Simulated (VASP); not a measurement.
# KF (Fm-3m) in VASP: further runs, part 2 of 2

VASP 6.6.1. The steps go on from the part before.

## Step 3: Relaxation of the atoms, PBEsol

This run uses another cell than the first one, of 18.70 Å³/atom.

File INCAR:

```
PREC = Accurate
ENCUT = 520
EDIFF = 1E-6
ISMEAR = -1
SIGMA = 0.03
LREAL = F
LASPH = T
NELM = 100
ALGO = Normal
ISIF = 2
LWAVE = F
LCHARG = F
GGA = PS
IBRION = 2
NSW = 50
EDIFFG = -0.01
```

File KPOINTS:

```
regular mesh
0
Gamma
  9 9 9
```

File POSCAR:

```
KF
1.0
    0.0000000000      2.6544134050      2.6544134050
    2.6544134050      0.0000000000      2.6544134050
    2.6544134050      2.6544134050      0.0000000000
K F
1 1
Direct
    0.0000000000      0.0000000000      0.0000000000
    0.5000000000      0.5000000000      0.5000000000
```

Potentials or basis: VASP PAW PBE potentials, release 64 (K_sv, F).

Command:

```
$ cat potpaw_PBE.64/K_sv/POTCAR potpaw_PBE.64/F/POTCAR > POTCAR
$ mpirun -np 1 vasp_std > vasp.out
```

OUTCAR:

```text
PREC = Accurate
   ENCUT = 520
   EDIFF = 1E-6
   ISMEAR = -1
   LREAL = F
   LASPH = T
   NELM = 100
   ISIF = 2
   GGA = PS
   IBRION = 2
   NSW = 50
   EDIFFG = -0.01

 ion  position               nearest neighbor table
   1  0.000  0.000  0.000-   2 2.65   2 2.65   2 2.65   2 2.65   2 2.65   2 2.65
   2  0.500  0.500  0.500-   1 2.65   1 2.65   1 2.65   1 2.65   1 2.65   1 2.65

  LATTYP: Found a face centered cubic cell.
 ALAT       =     5.3088268100

  Lattice vectors:

 A1 = (   0.0000000000,   2.6544134050,   2.6544134050)
 A2 = (   2.6544134050,   0.0000000000,   2.6544134050)
 A3 = (   2.6544134050,   2.6544134050,   0.0000000000)

Analysis of symmetry for initial positions (statically):
=====================================================================
 Subroutine PRICEL returns:
 Original cell was already a primitive cell.

 Routine SETGRP: Setting up the symmetry group for a
 face centered cubic supercell.

 Subroutine GETGRP returns: Found 48 space group operations
 (whereof 48 operations were pure point group operations)
 out of a pool of 48 trial point group operations.

The static configuration has the point symmetry O_h .

Analysis of symmetry for dynamics (positions and initial velocities):
=====================================================================
 Subroutine PRICEL returns:
 Original cell was already a primitive cell.

 Routine SETGRP: Setting up the symmetry group for a
 face centered cubic supercell.

 Subroutine GETGRP returns: Found 48 space group operations
 (whereof 48 operations were pure point group operations)
 out of a pool of 48 trial point group operations.

The dynamic configuration has the point symmetry O_h .

 Subroutine INISYM returns: Found 48 space group operations
 (whereof 48 operations are pure point group operations),
 and found     1 'primitive' translations

----------------------------------------------------------------------------------------

                                     Primitive cell

  volume of cell :      37.4055

  direct lattice vectors                    reciprocal lattice vectors
     0.000000000  2.654413405  2.654413405    -0.188365535  0.188365535  0.188365535
     2.654413405  0.000000000  2.654413405     0.188365535 -0.188365535  0.188365535
     2.654413405  2.654413405  0.000000000     0.188365535  0.188365535 -0.188365535

  length of vectors
     3.753907437  3.753907437  3.753907437     0.326258676  0.326258676  0.326258676

  position of ions in fractional coordinates (direct lattice)
     0.000000000  0.000000000  0.000000000
     0.500000000  0.500000000  0.500000000

  ion indices of the primitive-cell ions
   primitive index   ion index
                 1           1
                 2           2

----------------------------------------------------------------------------------------

 KPOINTS: regular mesh

Automatic generation of k-mesh.
 Grid dimensions read from file:
 generate k-points for:    9    9    9

 Generating k-lattice:

  Cartesian coordinates                     Fractional coordinates (reciprocal lattice)
    -0.020929504  0.020929504  0.020929504     0.111111111  0.000000000  0.000000000
[... 42 lines left out ...]
   number of dos      NEDOS =    301   number of ions     NIONS =      2
   total plane-waves  NPLWV =  21952
   dimension x,y,z NGX =    28 NGY =   28 NGZ =   28
   dimension x,y,z NGXF=    56 NGYF=   56 NGZF=   56
   ions per type =               1   1
   NGX,Y,Z   is equivalent  to a cutoff of  12.40, 12.40, 12.40 a.u.
   NGXF,Y,Z  is equivalent  to a cutoff of  24.80, 24.80, 24.80 a.u.
 SYSTEM =  unknown system
   PREC   = accura    normal or accurate (medium, high low for compatibility)
   ISTART =      0    job   : 0-new  1-cont  2-samecut
   ICHARG =      2    charge: 1-file 2-atom 10-const
   ISPIN  =      1    spin polarized calculation?
   LNONCOLLINEAR =      F non collinear calculations
   LSORBIT =      F    spin-orbit coupling
   LASPH  =      T    aspherical Exc in radial PAW
   ENCUT  =  520.0 eV  38.22 Ry    6.18 a.u.   6.98  6.98  6.98*2*pi/ulx,y,z
   NELM   =    100;   NELMIN=  2; NELMDL= -5     # of ELM steps
   EDIFF  = 0.1E-05   stopping-criterion for ELM
   LREAL  =      F    real-space projection
   EDIFFG = -.1E-01   stopping-criterion for IOM
   NSW    =     50    number of steps for IOM
   IBRION =      2    ionic relax: 0-MD 1-quasi-New 2-CG
   NFREE  =      1    steps in history (QN), initial steepest desc. (CG)
   ISIF   =      2    stress and relaxation
   ISYM   =      2    0-nonsym 1-usesym 2-fastsym
   POTIM  = 0.5000    time-step for ionic-motion
   TEBEG  =    0.0;   TEEND  =   0.0 temperature during run
   PSTRESS=    0.0 pullay stress
   NELECT =      16.0000    total number of electrons
   NUPDOWN=      -1.0000    fix difference up-down
   EMIN   =  10.00;   EMAX   =-10.00  energy-range for DOS
   EFERMI =   0.00;   METHOD = LEGACY
   ISMEAR =    -1;   SIGMA  =   0.03  broadening in eV -4-tet -1-fermi 0-gaus
   EFERMI_NEDOS =   21; number of points for ismear=-14 and -15
   IALGO  =     38    algorithm
   IMIX   =      4    mixing-type and parameters
     AMIX     =   0.40;   BMIX     =  1.00
     AMIX_MAG =   1.60;   BMIX_MAG =  1.00
  volume/ion in A,a.u.               =      18.70       126.21
  Fermi-wavevector in a.u.,A,eV,Ry     =   1.233492  2.330962 20.701292  1.521502
  Thomas-Fermi vector in A             =   2.368220
   LORBIT       =      0    0 simple, 1 ext, 2 COOP (PROOUT), +10 PAW based schemes
   GGA     = PS    functional components
   LHFCALC =     F    Hartree Fock is set to
   AEXX    =    0.0000 exact exchange contribution
   IVDW    =     0    specifies the selected vdW correction
   LEPSILON=     F    determine dielectric tensor
   LRPA    =     F    only Hartree local field effects (RPA)
 conjugate gradient relaxation of ions
 non-spin polarized calculation
  energy-cutoff  :      520.00
  volume of cell :       37.41
 maximum number of plane-waves:      1022
   NGX = 13   NGY = 13   NGZ = 13

 number of electron      16.0000012 magnetization

 Free energy of the ion-electron system (eV)
  ---------------------------------------------------
  ext. energy  EPLUGINS =         0.00000000
  ---------------------------------------------------
  free energy    TOTEN  =        -8.52012129 eV

  energy without entropy =       -8.52012129  energy(sigma->0) =       -8.52012129

 E-fermi :  -2.1246     XC(G=0):  -8.7042

 val. band max:       -2.8566282511   @ k =   0.0000   0.0000   0.0000
 cond. band min:       3.2716351041   @ k =   0.0000   0.0000   0.0000
 fundamental gap:      6.1282633552
 Fermi energy:        -2.1245534119

 k-point     1 :       0.0000    0.0000    0.0000
  band No.  band energies     occupation
      1     -28.7670      2.00000
      2     -21.3953      2.00000
      3     -12.0633      2.00000
      4     -12.0633      2.00000
      5     -12.0633      2.00000
      6      -2.8566      2.00000
      7      -2.8566      2.00000
      8      -2.8566      2.00000
      9       3.2716      0.00000
     10       7.8300      0.00000
     11       7.8300      0.00000
     12       7.8300      0.00000
[... 331 lines left out ...]
 k-point    24 :       0.4444    0.4444    0.0000
  band No.  band energies     occupation
      1     -28.6395      2.00000
      2     -21.4210      2.00000
      3     -12.6432      2.00000
      4     -12.2878      2.00000
      5     -12.2878      2.00000
      6      -3.0973      2.00000
      7      -2.9093      2.00000
      8      -2.9093      2.00000
      9       5.3050      0.00000
     10       7.2671      0.00000
     11       9.0577      0.00000
     12      10.8004      0.00000

 [... further k-points ...]

------------------------ aborting loop because EDIFF is reached ----------------------------------------

  FORCE on cell =-STRESS in cart. coord.  units (eV):
  Direction    XX          YY          ZZ          XY          YZ          ZX
  --------------------------------------------------------------------------------------
  -------------------------------------------------------------------------------------
  Total        0.0073051      0.0073051      0.0073051      0.0000000     -0.0000000      0.0000000
  in kB        0.3128950      0.3128950      0.3128950      0.0000000     -0.0000000      0.0000000
  external PRESSURE =       0.3128950 kB  Pullay stress =       0.0000000 kB

 VOLUME and BASIS-vectors are now :
 -----------------------------------------------------------------------------
  energy-cutoff  :      520.00
  volume of cell :       37.41
      direct lattice vectors                 reciprocal lattice vectors
     0.000000000  2.654413405  2.654413405    -0.188365535  0.188365535  0.188365535
     2.654413405  0.000000000  2.654413405     0.188365535 -0.188365535  0.188365535
     2.654413405  2.654413405  0.000000000     0.188365535  0.188365535 -0.188365535

 POSITION                                       TOTAL-FORCE (eV/Angst)
 -----------------------------------------------------------------------------------
      0.00000      0.00000      0.00000        -0.000000      0.000000      0.000000
      2.65441      2.65441      2.65441         0.000000     -0.000000     -0.000000
 -----------------------------------------------------------------------------------
    total drift:                                0.000000      0.000000      0.000000

  FREE ENERGIE OF THE ION-ELECTRON SYSTEM (eV)
  ---------------------------------------------------
  free  energy   TOTEN  =        -8.5201212879 eV

  energy  without entropy=       -8.5201212879  energy(sigma->0) =       -8.52012129

 reached required accuracy - stopping structural energy minimisation
```

CONTCAR:

```text
KF
   1.00000000000000
     0.0000000000000000    2.6544134050000001    2.6544134050000001
     2.6544134050000001    0.0000000000000000    2.6544134050000001
     2.6544134050000001    2.6544134050000001    0.0000000000000000
  K               F
     1     1
Direct
     0.0000000000000000    0.0000000000000000    0.0000000000000000
     0.5000000000000000    0.5000000000000000    0.5000000000000000

  0.00000000E+00  0.00000000E+00  0.00000000E+00
  0.00000000E+00  0.00000000E+00  0.00000000E+00
```

Run time: 18 s. Hardware: 1 thread of Oxide Virtual Turin-like, shared host; peak memory 0.13 GiB.

Results:

| Property | Result |
| --- | --- |
| Free energy | -8.5201 eV |
| Pressure after relaxing | 0.0 GPa |
| Band gap on the k mesh | 6.13 eV |

Final structure:
```
CELL_PARAMETERS angstrom
0.00000 2.65441 2.65441
2.65441 0.00000 2.65441
2.65441 2.65441 0.00000
ATOMIC_POSITIONS crystal
K 0.00000 0.00000 0.00000
F 0.50000 0.50000 0.50000
```

Caveat: the relaxation stopped at its first step, so nothing moved; the PAW data sets were made with another functional, which shifts forces and pressure a little; an odd mesh through Γ misses points on the zone boundary, where band edges can lie.
